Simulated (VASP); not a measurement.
# LiCl (I-4m2) in VASP: further runs, part 2 of 2

VASP 6.6.1.

## (3) Single point, r2SCAN (epitaxial xy strain +2.5%)

POSCAR reads:

```
LiCl
1.0
    0.0000000000      2.8013686075      2.6319369790
    2.8013686075      0.0000000000      2.6319369790
    2.8013686075      2.8013686075      0.0000000000
Li Cl
1 1
Direct
    0.0000000000      0.0000000000      0.0000000000
    0.2500000000      0.2500000000      0.2500000000
```

INCAR.step1 reads:

```
ALGO     = Normal         # electronic algorithm
EDIFF    = 1E-4           # SCF threshold, eV
ENCUT    = 520            # plane-wave cutoff, eV
GGA      = PE             # functional
ISMEAR   = 0              # smearing method
LASPH    = T              # aspherical terms in the spheres
LCHARG   = F              # write CHGCAR
LREAL    = F              # projectors in reciprocal space
LWAVE    = T              # write WAVECAR
NBANDS   = 12             # bands
NELM     = 80             # most SCF steps
PREC     = Accurate       # precision mode
SIGMA    = 0.01           # smearing width, eV
```

INCAR.step2 reads:

```
ALGO     = Normal         # electronic algorithm
EDIFF    = 1E-6           # SCF threshold, eV
ENCUT    = 520            # plane-wave cutoff, eV
ISIF     = 2              # what is computed and relaxed
ISMEAR   = 0              # smearing method
ISTART   = 1            
LASPH    = T              # aspherical terms in the spheres
LCHARG   = F              # write CHGCAR
LMIXTAU  = T            
LREAL    = F              # projectors in reciprocal space
LWAVE    = F              # write WAVECAR
METAGGA  = R2SCAN         # meta-GGA
NBANDS   = 12             # bands
NELM     = 80             # most SCF steps
PREC     = Accurate       # precision mode
SIGMA    = 0.01           # smearing width, eV
```

KPOINTS reads:

```
k-points
0
Gamma
  8 8 8
```

Potentials or basis: VASP PAW PBE potentials, release 64 (Li_sv, Cl).

Launch:

```
> cat potpaw_PBE.64/Li_sv/POTCAR potpaw_PBE.64/Cl/POTCAR > POTCAR
> cp INCAR.step1 INCAR
> mpirun -np 1 vasp_std > vasp.out
> cp INCAR.step2 INCAR
> mpirun -np 1 vasp_std > vasp.out
```

OUTCAR:

```text
EDIFF = 1E-6
   ENCUT = 520
   ISIF = 2
   ISMEAR = 0
   ISTART = 1
   LASPH = T
   LREAL = F
   METAGGA = R2SCAN
   NELM = 80
   PREC = Accurate

 ion  position               nearest neighbor table
   1  0.000  0.000  0.000-   2 2.38   2 2.38   2 2.38   2 2.38
   2  0.250  0.250  0.250-   1 2.38   1 2.38   1 2.38   1 2.38

  LATTYP: Found a body centered tetragonal cell.
 ALAT       =     3.9617334779
 C/A-ratio  =     1.3286794751

  Lattice vectors:

 A1 = (   0.0000000000,  -2.8013686075,  -2.6319369790)
 A2 = (   0.0000000000,   2.8013686075,  -2.6319369790)
 A3 = (   2.8013686075,   0.0000000000,   2.6319369790)

Analysis of symmetry for initial positions (statically):
=====================================================================
 Subroutine PRICEL returns:
 Original cell was already a primitive cell.

 Routine SETGRP: Setting up the symmetry group for a
 body centered tetragonal supercell.

 Subroutine GETGRP returns: Found  8 space group operations
 (whereof  8 operations were pure point group operations)
 out of a pool of 16 trial point group operations.

The static configuration has the point symmetry D_2d.

Analysis of symmetry for dynamics (positions and initial velocities):
=====================================================================
 Subroutine PRICEL returns:
 Original cell was already a primitive cell.

 Routine SETGRP: Setting up the symmetry group for a
 body centered tetragonal supercell.

 Subroutine GETGRP returns: Found  8 space group operations
 (whereof  8 operations were pure point group operations)
 out of a pool of 16 trial point group operations.

The dynamic configuration has the point symmetry D_2d.

 Subroutine INISYM returns: Found  8 space group operations
 (whereof  8 operations are pure point group operations),
 and found     1 'primitive' translations

----------------------------------------------------------------------------------------

                                     Primitive cell
[... 115 lines left out ...]
   LORBIT       =      0    0 simple, 1 ext, 2 COOP (PROOUT), +10 PAW based schemes
   METAGGA = R2SCAN    functional components
   LHFCALC =     F    Hartree Fock is set to
   AEXX    =    0.0000 exact exchange contribution
   IVDW    =     0    specifies the selected vdW correction
   LEPSILON=     F    determine dielectric tensor
   LRPA    =     F    only Hartree local field effects (RPA)
 non-spin polarized calculation
 Gauss-broadening in eV      SIGMA  =   0.01
  energy-cutoff  :      520.00
  volume of cell :       41.31
 maximum number of plane-waves:      1138
 NGX is ok and might be reduce to    30
   NGX = 15   NGY = 15   NGZ = 15

 number of electron      10.0000008 magnetization

 Free energy of the ion-electron system (eV)
  ---------------------------------------------------
  ext. energy  EPLUGINS =         0.00000000
  ---------------------------------------------------
  free energy    TOTEN  =       -12.57363252 eV

  energy without entropy =      -12.57363252  energy(sigma->0) =      -12.57363252

 E-fermi :  -1.3161     XC(G=0):  -8.1106

 val. band max:       -1.5541763844   @ k =   0.0000   0.0000   0.0000
 cond. band min:       5.0994516775   @ k =   0.0000   0.0000   0.0000
 fundamental gap:      6.6536280619
 Fermi energy:        -1.3161106196

 k-point     1 :       0.0000    0.0000    0.0000
  band No.  band energies     occupation
      1     -45.7938      2.00000
      2     -14.8931      2.00000
      3      -1.6536      2.00000
      4      -1.6536      2.00000
      5      -1.5542      2.00000
      6       5.0995      0.00000
      7       9.4122      0.00000
      8       9.4124      0.00000
      9       9.4822      0.00000
     10      13.1611      0.00000
     11      14.0559      0.00000
     12      16.5094      0.00000
[... 331 lines left out ...]
 k-point    24 :       0.3750    0.0000    0.1250
  band No.  band energies     occupation
      1     -45.7925      2.00000
      2     -14.6586      2.00000
      3      -3.1455      2.00000
      4      -2.0281      2.00000
      5      -1.9009      2.00000
      6       7.0647      0.00000
      7       9.0260      0.00000
      8       9.9417      0.00000
      9      10.4334      0.00000
     10      12.7930      0.00000
     11      14.6350      0.00000
     12      16.1857      0.00000

 [... further k-points ...]
[... 5 lines left out ...]
  --------------------------------------------------------------------------------------
  -------------------------------------------------------------------------------------
  Total       -0.2091443     -0.2091443     -0.0856631      0.0000000     -0.0000000      0.0000000
  in kB       -8.1116764     -8.1116764     -3.3224511      0.0000000     -0.0000000      0.0000000
  external PRESSURE =      -6.5152680 kB  Pullay stress =       0.0000000 kB

 VOLUME and BASIS-vectors are now :
 -----------------------------------------------------------------------------
  energy-cutoff  :      520.00
  volume of cell :       41.31
      direct lattice vectors                 reciprocal lattice vectors
     0.000000000  2.801368608  2.631936979    -0.178484188  0.178484188  0.189974154
     2.801368608  0.000000000  2.631936979     0.178484188 -0.178484188  0.189974154
     2.801368608  2.801368608  0.000000000     0.178484188  0.178484188 -0.189974154

 POSITION                                       TOTAL-FORCE (eV/Angst)
 -----------------------------------------------------------------------------------
      0.00000      0.00000      0.00000         0.000000      0.000000      0.000000
      1.40068      1.40068      1.31597        -0.000000     -0.000000     -0.000000
 -----------------------------------------------------------------------------------
    total drift:                                0.000000      0.000000     -0.000000

  FREE ENERGIE OF THE ION-ELECTRON SYSTEM (eV)
  ---------------------------------------------------
  free  energy   TOTEN  =       -12.5736325223 eV

  energy  without entropy=      -12.5736325223  energy(sigma->0) =      -12.57363252
```

OSZICAR.step1:

```text
N       E                     dE             d eps       ncg     rms          rms(c)
DAV:   1     0.423415911747E+02    0.42342E+02   -0.38857E+03  1416   0.748E+02
DAV:   2    -0.461232819262E+01   -0.46954E+02   -0.45419E+02  1728   0.142E+02
DAV:   3    -0.743291526205E+01   -0.28206E+01   -0.28129E+01  1868   0.365E+01
DAV:   4    -0.753633118285E+01   -0.10342E+00   -0.10339E+00  2148   0.684E+00
DAV:   5    -0.753734816119E+01   -0.10170E-02   -0.10170E-02  1924   0.684E-01    0.231E+00
DAV:   6    -0.740882292242E+01    0.12853E+00   -0.29020E-01  1656   0.228E+00    0.171E+00
DAV:   7    -0.741197429398E+01   -0.31514E-02   -0.79933E-02  1748   0.134E+00    0.102E+00
DAV:   8    -0.742356022806E+01   -0.11586E-01   -0.14793E-02  1612   0.735E-01    0.197E-01
DAV:   9    -0.742362796266E+01   -0.67735E-04   -0.26804E-04  2008   0.112E-01
   1 F= -.74236280E+01 E0= -.74236280E+01  d E =0.000000E+00
```

Wall time 1.7 min (1 thread of AMD EPYC 9R14 (Zen 4), shared host); peak memory 0.14 GiB.

Results:

```
Free energy            : -12.5736 eV
Band gap on the k mesh : 6.65 eV, direct
```

Levels at points of the mesh, in eV from the valence-band top:
```tsv
k point	band 3	band 4	band 5	band 6	band 7	band 8
(0.00, 0.00, 0.00)	-0.10	-0.10	0.00	6.65	10.97	10.97
(0.50, 0.00, 0.00)	-2.07	-0.46	-0.25	9.05	10.78	11.33
(0.50, 0.50, 0.00)	-1.59	-1.04	-1.04	7.05	10.15	14.81
(0.50, 0.00, 0.50)	-1.73	-0.85	-0.79	7.16	10.47	14.21
```

Caveat: the cell differs from its parent crystal (epitaxial xy strain +2.5%); the cutoff is under 1.25 times the usual one of these potentials, so pressure, stress and relaxed cells hold a basis-set (Pulay) error; the PAW data sets were made with another functional, which shifts forces and pressure a little.
